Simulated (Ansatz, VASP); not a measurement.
# Al in VASP and in Ansatz

```
CELL_PARAMETERS angstrom
4.54395 0.00000 0.00000
-2.27197 3.93517 0.00000
0.00000 0.00000 2.78544
ATOMIC_POSITIONS crystal
Al 0.00000 0.00000 0.00000
Al 0.33333 0.66667 0.50000
Al 0.66667 0.33333 0.50000
```

Alike in both runs: task relaxation of cell and atoms; functional BLYP; k mesh 8 × 8 × 11; occupations fermi-dirac, width 0.1 eV; no spin polarisation.

|  | VASP | Ansatz |
| --- | --- | --- |
| version | VASP 6.6.1 | Ansatz 0.2.0 |
| potentials or method | VASP PAW PBE potentials, release 64 (Al), cutoff 500 eV | plane waves (420 eV) with PAW, scalar-relativistic |
| valence electrons in the cell | 9 | 9 |

VASP gave:

* relaxed volume (Å³/atom): 18.50
* relaxed cell length with the largest relative difference (Å): 4.676

Problem. Estimate Ansatz's values.

Solution. Relaxed volume (Å³/atom): 18.49; relaxed cell length with the largest relative difference (Å): 4.675.

VASP's potentials were made for PBE, not for BLYP.

Noted on VASP's run: too few bands were computed for a metal, which touches its energy and stress.
